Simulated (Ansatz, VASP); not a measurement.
This is a calculation of HfC for VASP 6.6.1.

INCAR

```
SYSTEM = HfC
  PREC = Accurate
  ENCUT = 600
  EDIFF = 1E-6
  ISMEAR = -1
  SIGMA = 0.05
  LREAL = .FALSE.
  LASPH = .TRUE.
  NELM = 60
  ALGO = Normal
  ISIF = 3
  LWAVE = .FALSE.
  LCHARG = .FALSE.
  GGA = RE
  IVDW = 12
  IBRION = 2
  NSW = 80
  EDIFFG = -0.005
```

File KPOINTS:

```
regular mesh
0
G
  10 10 10
  0 0 0
```

POSCAR

```
HfC
1.0
    0.0000000000      2.3250000000      2.3250000000
    2.3250000000      0.0000000000      2.3250000000
    2.3250000000      2.3250000000      0.0000000000
Hf C
1 1
Direct
    0.5000000000      0.5000000000      0.5000000000
    0.0000000000      0.0000000000      0.0000000000
```

Potentials or basis: VASP PAW PBE potentials, release 64 (Hf_pv, C).

Run with:

```bash
$ cat potpaw_PBE.64/Hf_pv/POTCAR potpaw_PBE.64/C/POTCAR > POTCAR
$ mpirun -np 1 vasp_std > vasp.out
```

**Question.** Set up the same calculation for Ansatz 0.2.0. Potentials there: all-electron LAPW, scalar-relativistic.

**Answer.** As run (the cutoff follows the program's own potentials):

The input input.yaml:

```yaml
crystal:
  lattice:
    - [0.0, 2.325, 2.325]
    - [2.325, 0.0, 2.325]
    - [2.325, 2.325, 0.0]
  atoms:
    - { symbol: Hf, position: [0.5, 0.5, 0.5] }
    - { symbol: C, position: [0.0, 0.0, 0.0] }
kpoints:
  mp_grid: { grid: [10, 10, 10] }
scf:
  occupations: { method: fermi_dirac, width: 0.05 }
hamiltonian:
  xc: revpbe
  dispersion: d3bj
  pseudopotentials: { kind: all_electron, lapw: { basis_error: 0.001 } }
output:
  forces: true
  stress: true
relax:
  f_tol: 0.005
  max_steps: 60
  cell: {}
```

Potentials or basis: all-electron LAPW, scalar-relativistic.

Launch:

```sh
$ ansatz run input.yaml --threads 1 --pin off --max-ram 3072MiB --backend cpu --events-out ev --progress --plain --runs-dir out
```

Both were run:

|  | VASP | Ansatz | Ansatz less VASP |
| --- | --- | --- | --- |
| relaxed volume (Å³/atom) | 12.22 | 12.26 | +0.041 |
| relaxed cell length with the largest relative difference (Å) | 3.258 | 3.261 | +0.0036 |

VASP's potentials were made for PBE, not for revPBE. Ansatz ran all-electron here, and VASP with PAW potentials.

Spin-orbit coupling is off throughout.
